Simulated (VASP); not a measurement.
# H4C10Cl in VASP: notebook, part 2 of 2

VASP 6.6.1. Earlier steps stand in the parts before.

### 4 Single point, PBE

The input, INCAR:

```
PREC = Accurate
ENCUT = 520
EDIFF = 1E-6
ISMEAR = -1
SIGMA = 0.05
LREAL = Auto
LASPH = T
NELM = 80
ALGO = Normal
ISIF = 2
LWAVE = F
LCHARG = F
GGA = PE
NBANDS = 72
```

The input, KPOINTS:

```
Automatic mesh
0
Gamma
  2 2 1
```

The input, POSCAR:

```
H4C10Cl
1.0
    5.0487420000      0.0000000000      0.0000000000
    0.0000000000      5.0487420000      0.0000000000
    0.0000000000      0.0000000000     17.1647000000
H C Cl
8 20 2
Direct
    0.4277897346      0.0000000000      0.0582591015
    0.0722160095      0.0000000000      0.0582591015
    0.9277954786      0.0000000000      0.0582591015
    0.5722217535      0.0000000000      0.0582591015
    0.4277897346      0.5000057440      0.0582591015
    0.0722160095      0.5000057440      0.0582591015
    0.9277954786      0.5000057440      0.0582591015
    0.5722217535      0.5000057440      0.0582591015
    0.2500028720      0.0000000000      0.0952361533
    0.7500086160      0.0000000000      0.0952361533
    0.2500028720      0.5000057440      0.0952361533
    0.7500086160      0.5000057440      0.0952361533
    0.2500028720      0.2500028720      0.1472324014
    0.7500086160      0.2500028720      0.1472324014
    0.2500028720      0.7500086160      0.1472324014
    0.7500086160      0.7500086160      0.1472324014
   -0.0041594520      0.2489927194      0.1965312531
    0.4852495929      0.2497255752      0.2003297465
   -0.0234315796      0.7518704659      0.2105076116
    0.5054328385      0.7344205745      0.2028756693
   -0.0382273446      0.0096261603      0.2574994028
    0.4593817628      0.0070512615      0.2503917925
   -0.0040604174      0.4803770920      0.2608667789
    0.4960443611      0.4818824174      0.2571615001
    0.2203519213      0.0906760536      0.2897574674
    0.7088102343      0.1037288101      0.2967951668
    0.2536671511      0.3752617979      0.2992129195
    0.7585453961      0.3802729472      0.2937948231
    0.6052002657      0.6675524319      0.5849796384
    0.7270920162      0.2495869268      0.5786585259
```

The run is started by

```console
$ cat potpaw_PBE.64/H/POTCAR potpaw_PBE.64/C/POTCAR potpaw_PBE.64/Cl/POTCAR > POTCAR
$ mpirun -np 1 vasp_std > vasp.out
```

Run time: 7.1 min. Hardware: 1 thread of Intel Xeon Platinum 8259CL at 2.50GHz (Skylake/Cascade Lake), shared host; peak memory 0.48 GiB.

Results (log left out):

| Item | Value |
| --- | --- |
| Free energy | -190.4775 eV |
| Largest force | 8.899 eV/Å |
| Band gap on the k mesh | 0.11 eV |

Forces in eV/Å, atoms in the order of the input:
```
H   -8.826 -0.074 -0.025
H    8.855 -0.041  0.015
H   -8.849 -0.093  0.013
H    8.841 -0.080 -0.001
H   -8.772  0.085  0.030
H    8.898 -0.008 -0.098
H   -8.815  0.006 -0.021
H    8.864  0.105 -0.024
C    0.113 -0.205  1.676
C   -0.046  0.037  1.607
C   -0.627  0.216  1.398
C    0.080 -0.027  1.335
C   -1.091  0.439 -2.134
C   -1.181  0.092 -1.899
C   -0.314 -0.828  1.008
C   -0.472 -0.857  1.204
C   -0.758 -0.028 -1.144
C    1.681 -0.053 -4.607
C    2.151 -0.956 -1.109
C   -3.239  2.309  0.803
C    1.114 -0.230 -0.739
C    4.088 -0.565  1.338
C    1.563  0.189 -1.818
C    0.722 -0.982 -0.373
C    0.584  2.775  2.321
C    2.941  0.714 -0.074
C   -2.312 -0.525 -0.252
C   -5.193 -1.417  1.556
Cl   0.367 -1.380 -0.064
Cl  -0.367  1.381  0.076
```

Levels at points of the mesh, in eV from the valence-band top:
```csv
k point,band 49,band 50,band 51,band 52,band 53,band 54
"(0.00, 0.00, 0.00)",-0.81,-0.39,-0.17,0.70,1.70,1.90
"(0.50, 0.00, 0.00)",-1.07,-0.94,-0.71,1.50,1.60,1.65
"(0.00, 0.50, 0.00)",-0.47,-0.33,0.00,0.11,0.65,1.49
"(0.50, 0.50, 0.00)",-1.20,-0.66,-0.40,0.15,1.39,1.47
```

Caveat: the k points lie up to 0.62 Å⁻¹ apart; the atoms stand as in a frame of molecular dynamics.

### 5 Single point, PBE

The input, INCAR:

```
SYSTEM = H4C10Cl
ALGO     = Normal         ! electronic algorithm
EDIFF    = 1E-6           ! SCF threshold, eV
ENCUT    = 520            ! plane-wave cutoff, eV
GGA      = PE             ! functional
ISIF     = 2              ! what is computed and relaxed
ISMEAR   = -1             ! smearing method
LASPH    = .True.         ! aspherical terms in the spheres
LCHARG   = .False.        ! write CHGCAR
LREAL    = Auto         
LWAVE    = .False.        ! write WAVECAR
NBANDS   = 72             ! bands
NELM     = 100            ! most SCF steps
PREC     = Accurate       ! precision mode
SIGMA    = 0.05           ! smearing width, eV
```

The input, KPOINTS:

```
k-points
0
Gamma
  2 2 1
  0 0 0
```

The input, POSCAR:

```
H4C10Cl
1.0
    5.0487420000      0.0000000000      0.0000000000
    0.0000000000      5.0487420000      0.0000000000
    0.0000000000      0.0000000000     17.1647000000
H C Cl
8 20 2
Direct
    0.4277897346      0.0000000000      0.0582591015
    0.0722160095      0.0000000000      0.0582591015
    0.9277954786      0.0000000000      0.0582591015
    0.5722217535      0.0000000000      0.0582591015
    0.4277897346      0.5000057440      0.0582591015
    0.0722160095      0.5000057440      0.0582591015
    0.9277954786      0.5000057440      0.0582591015
    0.5722217535      0.5000057440      0.0582591015
    0.2500028720      0.0000000000      0.0952361533
    0.7500086160      0.0000000000      0.0952361533
    0.2500028720      0.5000057440      0.0952361533
    0.7500086160      0.5000057440      0.0952361533
    0.2500028720      0.2500028720      0.1472324014
    0.7500086160      0.2500028720      0.1472324014
    0.2500028720      0.7500086160      0.1472324014
    0.7500086160      0.7500086160      0.1472324014
   -0.0171924016      0.2318597385      0.1971954069
    0.4868935668      0.2734542585      0.1882235052
    0.0112899411      0.7430761960      0.2087540126
    0.4944400011      0.7659531820      0.2048215232
   -0.0313939591      0.0356920595      0.2588568399
    0.4577377889      0.0256499540      0.2533105734
   -0.0308987863      0.4871114428      0.2486906267
    0.4903201629      0.4861409040      0.2492790436
    0.2534492751      0.1431049557      0.2990730977
    0.7317466410      0.1402131462      0.2949192238
    0.2359003490      0.4132910733      0.2842927636
    0.7312514682      0.4159055860      0.2976807052
    1.2692072599      0.9105634631      0.6042634010
    0.9090383307      0.8034080569      0.6139285860
```

The run is started by

```console
$ cat potpaw_PBE.64/H/POTCAR potpaw_PBE.64/C/POTCAR potpaw_PBE.64/Cl/POTCAR > POTCAR
$ mpirun -np 1 vasp_std > vasp.out
```

Wall time 5.7 min (1 thread of Intel Xeon Platinum 8259CL at 2.50GHz (Skylake/Cascade Lake), shared host); peak memory 0.48 GiB.

It converged, with:

```yaml
Free_energy: -189.5178 eV
Largest_force: 8.933 eV/Å
Band_gap_on_the_k_mesh: 0.30 eV (least direct gap 0.67 eV)
```

Forces on the atoms (eV/Å):
```
H   -8.821 -0.157  0.035
H    8.897  0.044  0.034
H   -8.917  0.038  0.020
H    8.923 -0.107 -0.063
H   -8.844 -0.025  0.113
H    8.874  0.182 -0.068
H   -8.840  0.214 -0.012
H    8.933 -0.061  0.038
C   -0.203 -0.184  1.042
C   -0.072 -0.332  0.872
C   -0.903  0.286  0.983
C    0.425  0.325  1.215
C   -3.573 -0.457 -4.752
C   -1.837 -0.503 -4.510
C    0.128  0.517  1.314
C    0.152  1.349  1.149
C    1.488  4.152 -2.315
C    2.938 -3.306  3.354
C   -4.072  2.474 -2.470
C   -0.193 -1.824 -0.389
C    4.035 -2.913  1.053
C    5.988  1.334  0.176
C    3.339 -0.136  2.409
C   -0.644  3.701  0.394
C   -4.964 -0.502 -1.030
C   -2.189 -1.094 -0.156
C    0.067 -1.756  2.826
C   -0.116 -1.257 -1.264
Cl   2.105  0.711 -0.212
Cl  -2.105 -0.712  0.217
```

Levels at points of the mesh, in eV from the valence-band top:
| k point | band 49 | band 50 | band 51 | band 52 | band 53 | band 54 |
| --- | --- | --- | --- | --- | --- | --- |
| (0.00, 0.00, 0.00) | -0.85 | -0.77 | -0.16 | 0.72 | 1.72 | 1.77 |
| (0.50, 0.00, 0.00) | -2.28 | -1.30 | -0.99 | 0.30 | 1.24 | 1.58 |
| (0.00, 0.50, 0.00) | -0.84 | -0.53 | 0.00 | 0.67 | 1.38 | 1.61 |
| (0.50, 0.50, 0.00) | -2.69 | -1.03 | -0.79 | 0.37 | 1.06 | 1.51 |

Caveat: the k points lie up to 0.62 Å⁻¹ apart; the atoms stand as in a frame of molecular dynamics.

### 6 Single point, PBE

The input, INCAR:

```
  PREC = Accurate
  ENCUT = 520
  EDIFF = 1E-6
  ISMEAR = -1
  SIGMA = 0.05
  LREAL = Auto
  LASPH = T
  NELM = 100
  ALGO = Normal
  ISIF = 2
  LWAVE = F
  LCHARG = F
  GGA = PE
  NBANDS = 72
```

The input, KPOINTS:

```
Automatic mesh
0
Gamma
  2 2 1
```

The input, POSCAR:

```
H4C10Cl
1.0
    5.0487420000      0.0000000000      0.0000000000
    0.0000000000      5.0487420000      0.0000000000
    0.0000000000      0.0000000000     17.1647000000
H C Cl
8 20 2
Direct
    0.4277897346      0.0000000000      0.0582591015
    0.0722160095      0.0000000000      0.0582591015
    0.9277954786      0.0000000000      0.0582591015
    0.5722217535      0.0000000000      0.0582591015
    0.4277897346      0.5000057440      0.0582591015
    0.0722160095      0.5000057440      0.0582591015
    0.9277954786      0.5000057440      0.0582591015
    0.5722217535      0.5000057440      0.0582591015
    0.2500028720      0.0000000000      0.0952361533
    0.7500086160      0.0000000000      0.0952361533
    0.2500028720      0.5000057440      0.0952361533
    0.7500086160      0.5000057440      0.0952361533
    0.2500028720      0.2500028720      0.1472324014
    0.7500086160      0.2500028720      0.1472324014
    0.2500028720      0.7500086160      0.1472324014
    0.7500086160      0.7500086160      0.1472324014
    0.0010695734      0.2429318036      0.1970089777
    0.4878244917      0.2435854318      0.1965895122
   -0.0126962321      0.7467008613      0.2064760817
    0.5165247105      0.7374510324      0.2126923279
    0.0168952979     -0.0025748989      0.2571615001
    0.5234373236     -0.0062985987      0.2648517015
   -0.0119435693      0.4706122832      0.2590024877
    0.4939250213      0.4784954351      0.2574120142
    0.2697305586      0.1065810057      0.2983448589
    0.7603478253      0.0866552500      0.2933520539
    0.2496463475      0.3782526419      0.2965854341
    0.7419868157      0.3499881753      0.3002091502
    1.5650235247      1.0583032367      0.6328161867
    1.5056622026      1.4964916013      0.6502531358
```

Potentials or basis: VASP PAW PBE potentials, release 64 (H, C, Cl).

The run is started by

```console
$ cat potpaw_PBE.64/H/POTCAR potpaw_PBE.64/C/POTCAR potpaw_PBE.64/Cl/POTCAR > POTCAR
$ mpirun -np 1 vasp_std > vasp.out
```

Wall time 6.4 min (1 thread of Intel Xeon Platinum 8259CL at 2.50GHz (Skylake/Cascade Lake), shared host); peak memory 0.48 GiB.

Results (log left out):

| Quantity | Value |
| --- | --- |
| Free energy | -190.7369 eV |
| Largest force | 8.845 eV/Å |
| Band gap on the k mesh | 0.08 eV |

Forces in eV/Å, atoms in the order of the input:
```
H   -8.787 -0.069 -0.055
H    8.770 -0.113 -0.044
H   -8.786 -0.140 -0.042
H    8.845 -0.083 -0.075
H   -8.816  0.033 -0.086
H    8.758  0.032 -0.047
H   -8.807  0.087 -0.075
H    8.790  0.034 -0.031
C    0.133 -0.357  1.698
C   -0.299 -0.064  1.552
C    0.288  0.377  1.706
C    0.073  0.113  1.684
C   -0.918 -0.480 -2.243
C   -0.643 -0.688 -1.796
C   -0.190 -0.657  1.734
C    0.022 -0.405  1.812
C   -0.318  0.114 -0.595
C    3.161  0.195 -0.654
C    2.859 -1.135  0.308
C   -2.110  0.988 -1.511
C   -1.049  1.667 -0.948
C   -4.460 -0.349 -4.021
C    0.996 -0.746 -0.517
C    1.439 -2.697  0.569
C   -1.682 -1.201 -0.039
C    2.298  0.508  2.392
C   -0.636  0.676  0.332
C    1.073  4.360 -1.046
Cl  -0.096  1.675  0.129
Cl   0.096 -1.674 -0.092
```

Levels at points of the mesh, in eV from the valence-band top:
| k point | band 47 | band 48 | band 49 | band 50 | band 51 | band 52 | band 53 | band 54 | band 55 | band 56 |
| --- | --- | --- | --- | --- | --- | --- | --- | --- | --- | --- |
| (0.00, 0.00, 0.00) | -0.95 | -0.65 | -0.48 | -0.46 | -0.25 | 1.01 | 2.03 | 2.44 | 2.75 | 2.98 |
| (0.50, 0.00, 0.00) | -2.46 | -1.18 | -0.80 | -0.67 | -0.50 | 1.73 | 1.86 | 2.43 | 3.32 | 3.71 |
| (0.00, 0.50, 0.00) | -1.08 | -0.83 | -0.64 | -0.36 | 0.00 | 0.08 | 0.97 | 1.58 | 3.03 | 3.39 |
| (0.50, 0.50, 0.00) | -2.24 | -1.12 | -0.96 | -0.89 | -0.53 | 0.10 | 1.65 | 1.71 | 3.82 | 4.10 |

Caveat: the k points lie up to 0.62 Å⁻¹ apart; the atoms stand as in a frame of molecular dynamics.

### 7 The runs side by side

| cell | gap on the mesh (eV) | largest force (eV/Å) |
| --- | --- | --- |
| as given, atomic positions A | 0.31 | 8.90 |
| as given, atomic positions B | 0.31 | 8.96 |
| as given, atomic positions C | 0.11 | 8.90 |
| as given, atomic positions D | 0.30 | 8.93 |
| as given, atomic positions E | 0.08 | 8.85 |

Alike in all rows: task single point; level PBE; potentials or basis VASP PAW PBE potentials, release 64 (H, C, Cl); no spin polarisation; k mesh 2 × 2 × 1; cutoff (eV) 520; smearing fermi-dirac 0.05 eV.

Caveats: all runs use coarse meshes; the atoms stand as in a frame of molecular dynamics (at least some runs).

Absolute energies hang on the potentials; compare differences alone.
